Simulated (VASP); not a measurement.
# TaN in VASP: further runs

TaN is run at these levels: PBE; tasks: single point.

Everything below comes from runs of VASP 6.6.1. Logs are shortened: lines on timing, memory, paths and dates and some standing lists are left out, and cuts for length are marked.

## 1. The cell of the first run

The structure is hexagonal, space group P6/mmm (No. 191). The conventional cell has a = 5.185 Å, b = 5.185 Å, c = 2.908 Å, α = 90.00°, β = 90.00°, γ = 120.00°. Within 3.4 Å of Ta (site symmetry 6/mmm) lie 6 N at 2.59 Å and 14 Ta at 2.91 to 3.33 Å. Within 2.8 Å of Ta (site symmetry -6m2) lie 6 N at 2.09 Å. N (site symmetry mmm) has 6 Ta at 2.09 to 2.59 Å and 4 N at 2.59 Å within 2.8 Å.

## 2. Single point, PBE

INCAR

```
PREC     = Accurate       # precision mode
ENCUT    = 600            # plane-wave cutoff, eV
EDIFF    = 1E-6           # SCF threshold, eV
ISMEAR   = -1             # smearing method
SIGMA    = 0.05           # smearing width, eV
LREAL    = F              # projectors in reciprocal space
LASPH    = T              # aspherical terms in the spheres
NELM     = 120            # most SCF steps
ALGO     = Normal         # electronic algorithm
ISIF     = 2              # what is computed and relaxed
LWAVE    = F              # write WAVECAR
LCHARG   = T              # write CHGCAR
GGA      = PE             # functional
LELF     = T              # ELF
LVHAR    = T            
NBANDS   = 36             # bands
GGA_COMPAT= F
```

KPOINTS

```
regular mesh
0
Gamma
  6 6 9
```

POSCAR

```
TaN
1.0
    5.1850002000      0.0000000000      0.0000000000
   -2.5925001000      4.4903418900      0.0000000000
    0.0000000000      0.0000000000      2.9080005300
Ta N
3 3
Direct
    0.0000000000      0.0000000000      0.0000000000
    0.3333333333      0.6666666667      0.5000000000
    0.6666666667      0.3333333333      0.5000000000
    0.5000000000      0.0000000000      0.0000000000
    0.5000000000      0.5000000000      0.0000000000
    0.0000000000      0.5000000000      0.0000000000
```

Potentials or basis: VASP PAW PBE potentials, release 64 (Ta_sv_GW, N).

Run with:

```bash
cat potpaw_PBE.64/Ta_sv_GW/POTCAR potpaw_PBE.64/N/POTCAR > POTCAR
mpirun -np 1 vasp_std > vasp.out
```

OUTCAR:

```text
PREC = Accurate
   ENCUT = 600
   EDIFF = 1E-6
   ISMEAR = -1
   LREAL = F
   LASPH = T
   NELM = 120
   ISIF = 2
   GGA = PE

 ion  position               nearest neighbor table
   1  0.000  0.000  0.000-
   2  0.333  0.667  0.500-   4 2.09   4 2.09   6 2.09   6 2.09   5 2.09   5 2.09   3 2.99   3 2.99
                             3 2.99
   3  0.667  0.333  0.500-   4 2.09   4 2.09   6 2.09   6 2.09   5 2.09   5 2.09   2 2.99   2 2.99
                             2 2.99
   4  0.500  0.000  0.000-   2 2.09   3 2.09   2 2.09   3 2.09
   5  0.500  0.500  0.000-   2 2.09   3 2.09   2 2.09   3 2.09
   6  0.000  0.500  0.000-   2 2.09   3 2.09   2 2.09   3 2.09

  LATTYP: Found a hexagonal cell.
 ALAT       =     5.1850002000
 C/A-ratio  =     0.5608486823

  Lattice vectors:

 A1 = (   5.1850002000,   0.0000000000,   0.0000000000)
 A2 = (  -2.5925001000,   4.4903418900,   0.0000000000)
 A3 = (   0.0000000000,   0.0000000000,   2.9080005300)

Analysis of symmetry for initial positions (statically):
=====================================================================
 Subroutine PRICEL returns:
 Original cell was already a primitive cell.

 Routine SETGRP: Setting up the symmetry group for a
 hexagonal supercell.

 Subroutine GETGRP returns: Found 24 space group operations
 (whereof 24 operations were pure point group operations)
 out of a pool of 24 trial point group operations.

The static configuration has the point symmetry D_6h.

Analysis of symmetry for dynamics (positions and initial velocities):
=====================================================================
 Subroutine PRICEL returns:
 Original cell was already a primitive cell.

 Routine SETGRP: Setting up the symmetry group for a
 hexagonal supercell.

 Subroutine GETGRP returns: Found 24 space group operations
 (whereof 24 operations were pure point group operations)
 out of a pool of 24 trial point group operations.

The dynamic configuration has the point symmetry D_6h.

 Subroutine INISYM returns: Found 24 space group operations
 (whereof 24 operations are pure point group operations),
 and found     1 'primitive' translations

----------------------------------------------------------------------------------------

                                     Primitive cell

  volume of cell :      67.7053

  direct lattice vectors                    reciprocal lattice vectors
     5.185000200  0.000000000  0.000000000     0.192864023  0.111350096  0.000000000
    -2.592500100  4.490341890  0.000000000     0.000000000  0.222700192  0.000000000
     0.000000000  0.000000000  2.908000530     0.000000000  0.000000000  0.343878892

  length of vectors
     5.185000200  5.185000198  2.908000530     0.222700192  0.222700192  0.343878892

  position of ions in fractional coordinates (direct lattice)
     0.000000000  0.000000000  0.000000000
     0.333333333  0.666666667  0.500000000
     0.666666667  0.333333333  0.500000000
     0.500000000  0.000000000  0.000000000
     0.500000000  0.500000000  0.000000000
     0.000000000  0.500000000  0.000000000

  ion indices of the primitive-cell ions
   primitive index   ion index
                 1           1
                 2           2
                 3           3
                 4           4
                 5           5
                 6           6

----------------------------------------------------------------------------------------

 KPOINTS: regular mesh

Automatic generation of k-mesh.
 Grid dimensions read from file:
 generate k-points for:    6    6    9

 Generating k-lattice:

  Cartesian coordinates                     Fractional coordinates (reciprocal lattice)
     0.032144004  0.018558349  0.000000000     0.166666667  0.000000000  0.000000000
     0.000000000  0.037116699  0.000000000     0.000000000  0.166666667  0.000000000
     0.000000000  0.000000000  0.038208766     0.000000000  0.000000000  0.111111111

  Length of vectors
     0.037116699  0.037116699  0.038208766

  Shift w.r.t. Gamma in fractional coordinates (k-lattice)
     0.000000000  0.000000000  0.000000000

 Subroutine IBZKPT returns following result:
 ===========================================

 Found     35 irreducible k-points:

 Following reciprocal coordinates:
            Coordinates               Weight
  0.000000  0.000000  0.000000      1.000000
  0.166667  0.000000  0.000000      6.000000
  0.333333  0.000000  0.000000      6.000000
  0.500000  0.000000  0.000000      3.000000
  0.166667  0.166667  0.000000      6.000000
  0.333333  0.166667  0.000000     12.000000
[... 16 lines left out ...]
  0.166667  0.000000  0.333333     12.000000
  0.333333  0.000000  0.333333     12.000000
 [... further k-points ...]
   k-points           NKPTS =     35   k-points in BZ     NKDIM =     35   number of bands    NBANDS=     36
   number of dos      NEDOS =    301   number of ions     NIONS =      6
   total plane-waves  NPLWV =  42336
   dimension x,y,z NGX =    42 NGY =   42 NGZ =   24
   dimension x,y,z NGXF=    84 NGYF=   84 NGZF=   48
   ions per type =               3   3
   NGX,Y,Z   is equivalent  to a cutoff of  13.47, 13.47, 13.72 a.u.
   NGXF,Y,Z  is equivalent  to a cutoff of  26.93, 26.93, 27.44 a.u.
 SYSTEM =  unknown system
   PREC   = accura    normal or accurate (medium, high low for compatibility)
   ISTART =      0    job   : 0-new  1-cont  2-samecut
   ICHARG =      2    charge: 1-file 2-atom 10-const
   ISPIN  =      1    spin polarized calculation?
   LNONCOLLINEAR =      F non collinear calculations
   LSORBIT =      F    spin-orbit coupling
   LASPH  =      T    aspherical Exc in radial PAW
   ENCUT  =  600.0 eV  44.10 Ry    6.64 a.u.  10.36 10.36  5.81*2*pi/ulx,y,z
   NELM   =    120;   NELMIN=  2; NELMDL= -5     # of ELM steps
   EDIFF  = 0.1E-05   stopping-criterion for ELM
   LREAL  =      F    real-space projection
   EDIFFG = 0.1E-04   stopping-criterion for IOM
   NSW    =      0    number of steps for IOM
   IBRION =     -1    ionic relax: 0-MD 1-quasi-New 2-CG
   NFREE  =      0    steps in history (QN), initial steepest desc. (CG)
   ISIF   =      2    stress and relaxation
   ISYM   =      2    0-nonsym 1-usesym 2-fastsym
   POTIM  = 0.5000    time-step for ionic-motion
   TEBEG  =    0.0;   TEEND  =   0.0 temperature during run
   PSTRESS=    0.0 pullay stress
   NELECT =      54.0000    total number of electrons
   NUPDOWN=      -1.0000    fix difference up-down
   EMIN   =  10.00;   EMAX   =-10.00  energy-range for DOS
   EFERMI =   0.00;   METHOD = LEGACY
   ISMEAR =    -1;   SIGMA  =   0.05  broadening in eV -4-tet -1-fermi 0-gaus
   EFERMI_NEDOS =   21; number of points for ismear=-14 and -15
   IALGO  =     38    algorithm
   IMIX   =      4    mixing-type and parameters
     AMIX     =   0.40;   BMIX     =  1.00
     AMIX_MAG =   1.60;   BMIX_MAG =  1.00
  volume/ion in A,a.u.               =      11.28        76.15
  Fermi-wavevector in a.u.,A,eV,Ry     =   1.518210  2.869001 31.360909  2.304962
  Thomas-Fermi vector in A             =   2.627361
   LORBIT       =      0    0 simple, 1 ext, 2 COOP (PROOUT), +10 PAW based schemes
   GGA     = PE    functional components
   LHFCALC =     F    Hartree Fock is set to
   AEXX    =    0.0000 exact exchange contribution
   IVDW    =     0    specifies the selected vdW correction
   LEPSILON=     F    determine dielectric tensor
   LRPA    =     F    only Hartree local field effects (RPA)
 non-spin polarized calculation
  energy-cutoff  :      600.00
  volume of cell :       67.71
 maximum number of plane-waves:      2280
 NGX is ok and might be reduce to    42
   NGX = 21   NGY = 21   NGZ = 11

 number of electron      53.9999996 magnetization

 Free energy of the ion-electron system (eV)
  ---------------------------------------------------
  ext. energy  EPLUGINS =         0.00000000
  ---------------------------------------------------
  free energy    TOTEN  =       -72.30520436 eV

  energy without entropy =      -72.29984854  energy(sigma->0) =      -72.30252645

 E-fermi :  12.0848     XC(G=0): -13.3796

 val. band max:       12.0709118782   @ k =   0.1667   0.0000   0.2222
 cond. band min:      12.1021155880   @ k =   0.0000   0.0000   0.2222
 fundamental gap:      0.0312037098
 Fermi energy:        12.0848382067

 k-point     1 :       0.0000    0.0000    0.0000
  band No.  band energies     occupation
      1     -57.0980      2.00000
      2     -57.0497      2.00000
      3     -56.7503      2.00000
      4     -23.9445      2.00000
      5     -23.9445      2.00000
      6     -23.5575      2.00000
[... 28 lines left out ...]
     35      15.5157      0.00000
     36      15.8355      0.00000

 k-point     2 :       0.1667    0.0000    0.0000
  band No.  band energies     occupation
      1     -57.0951      2.00000
      2     -57.0526      2.00000
      3     -56.7505      2.00000
      4     -23.9655      2.00000
      5     -23.9328      2.00000
      6     -23.5376      2.00000
[... 28 lines left out ...]
     35      15.6209      0.00000
     36      15.8240      0.00000

 k-point     3 :       0.3333    0.0000    0.0000
  band No.  band energies     occupation
      1     -57.0876      2.00000
      2     -57.0599      2.00000
      3     -56.7508      2.00000
      4     -24.0015      2.00000
      5     -23.8809      2.00000
      6     -23.5607      2.00000
[... 28 lines left out ...]
     35      15.7674      0.00000
     36      15.8326      0.00000
[... 742 lines left out ...]
 k-point    23 :       0.1667    0.0000    0.3333
  band No.  band energies     occupation
      1     -57.0594      2.00000
      2     -57.0185      2.00000
      3     -56.7226      2.00000
      4     -24.0417      2.00000
      5     -23.8539      2.00000
      6     -23.8351      2.00000
[... 28 lines left out ...]
     35      15.7199      0.00000
     36      16.1543      0.00000

 k-point    24 :       0.3333    0.0000    0.3333
  band No.  band energies     occupation
      1     -57.0523      2.00000
      2     -57.0255      2.00000
      3     -56.7227      2.00000
      4     -24.0202      2.00000
      5     -23.8876      2.00000
      6     -23.8554      2.00000
[... 28 lines left out ...]
     35      15.9953      0.00000
     36      16.6302      0.00000

 [... further k-points ...]
[... 5 lines left out ...]
  --------------------------------------------------------------------------------------
  -------------------------------------------------------------------------------------
  Total        4.0602150      4.0602150      5.0546576      0.0000000      0.0000000      0.0000000
  in kB       96.0808752     96.0808751    119.6133509      0.0000000      0.0000000      0.0000000
  external PRESSURE =     103.9250337 kB  Pullay stress =       0.0000000 kB

 VOLUME and BASIS-vectors are now :
 -----------------------------------------------------------------------------
  energy-cutoff  :      600.00
  volume of cell :       67.71
      direct lattice vectors                 reciprocal lattice vectors
     5.185000200  0.000000000  0.000000000     0.192864023  0.111350096  0.000000000
    -2.592500100  4.490341890  0.000000000     0.000000000  0.222700192  0.000000000
     0.000000000  0.000000000  2.908000530     0.000000000  0.000000000  0.343878892

 POSITION                                       TOTAL-FORCE (eV/Angst)
 -----------------------------------------------------------------------------------
      0.00000      0.00000      0.00000         0.000000      0.000000      0.000000
     -0.00000      2.99356      1.45400        -0.000000     -0.000000      0.000000
      2.59250      1.49678      1.45400         0.000000      0.000000     -0.000000
      2.59250      0.00000      0.00000         0.000000      0.000000      0.000000
      1.29625      2.24517      0.00000         0.000000      0.000000      0.000000
     -1.29625      2.24517      0.00000         0.000000      0.000000      0.000000
 -----------------------------------------------------------------------------------
    total drift:                                0.000000      0.000000     -0.000000

  FREE ENERGIE OF THE ION-ELECTRON SYSTEM (eV)
  ---------------------------------------------------
  free  energy   TOTEN  =       -72.3052043579 eV

  energy  without entropy=      -72.2998485402  energy(sigma->0) =      -72.30252645
```

Wall time 76 s (1 thread of Intel Xeon 6975P-C (Granite Rapids), shared host); peak memory 0.25 GiB.

What came out:

- Free energy: -72.3052 eV
- Pressure: 10.4 GPa
- Band gap on the k mesh: zero (band 27 reaches 13.05 eV, above the bottom of band 28 at 11.00 eV)

Stress tensor (GPa, compression positive):
```
 9.61  0.00  0.00
 0.00  9.61  0.00
 0.00  0.00 11.96
```

Caveat: spin-orbit coupling is left out, which moves the levels of the heavy elements.

## 3. Single point, PBE (atoms moved at random)

INCAR

```
SYSTEM = TaN
PREC = Accurate
ENCUT = 520
EDIFF = 1E-6
ISMEAR = -1
SIGMA = 0.05
LREAL = .False.
LASPH = .True.
NELM = 80
ALGO = Normal
ISIF = 2
LWAVE = .False.
LCHARG = .True.
GGA = PE
LELF = .True.
LVHAR = .True.
NBANDS = 33
```

KPOINTS

```
regular mesh
0
Gamma
  6 6 9
  0 0 0
```

POSCAR

```
TaN
1.0
    5.1850002000      0.0000000000      0.0000000000
   -2.5925001000      4.4903418900      0.0000000000
    0.0000000000      0.0000000000      2.9080005300
Ta N
3 3
Direct
    0.0017970000      0.0016720000      0.0056650000
    0.3326900000      0.6616260000      0.5046680000
    0.6643190000      0.3408360000      0.5088620000
    0.4957950000     -0.0111830000      0.0105140000
    0.5088820000      0.4976330000      0.0061460000
   -0.0004180000      0.4911940000      0.0073900000
```

Potentials or basis: VASP PAW PBE potentials, release 64 (Ta_pv, N).

Run with:

```bash
cat potpaw_PBE.64/Ta_pv/POTCAR potpaw_PBE.64/N/POTCAR > POTCAR
mpirun -np 1 vasp_std > vasp.out
```

It took 2.8 min on 1 thread of Intel Xeon Platinum 8559C (Emerald Rapids), shared host; peak memory 0.39 GiB.

Results (log left out):

| Item | Value |
| --- | --- |
| Free energy | -64.5867 eV |
| Pressure | 12.1 GPa |
| Largest force | 2.487 eV/Å |
| Band gap on the k mesh | zero (band 24 reaches 9.01 eV, above the bottom of band 25 at 7.10 eV) |

Forces in eV/Å, atoms in the order of the input:
```
Ta  -0.160  0.035  0.051
Ta  -0.107  0.116  0.234
Ta   1.610 -1.893 -0.097
N   -0.177  1.278 -0.223
N   -1.422  0.942  0.075
N    0.256 -0.478 -0.041
```

Stress tensor (GPa, compression positive):
```
12.67 -1.47 -0.10
-1.47  9.22 -0.07
-0.10 -0.07 14.47
```

Levels at points of the mesh, in eV from the Fermi level:
```tsv
k point	band 22	band 23	band 24	band 25	band 26	band 27
(0.00, 0.00, 0.00)	-2.44	-1.83	-1.12	-0.99	0.86	1.07
(0.50, 0.00, 0.00)	-2.86	-1.49	-0.53	1.42	1.96	2.03
(0.00, 0.50, 0.00)	-2.86	-1.68	-0.41	1.36	1.99	2.21
(0.50, 0.50, 0.00)	-2.75	-1.31	-0.65	1.50	1.83	1.94
```

Caveat: the cell differs from its parent crystal (atoms moved at random); spin-orbit coupling is left out, which moves the levels of the heavy elements; forces of over 1 eV/Å act on the atoms, so gaps and moduli don't describe the material at rest.
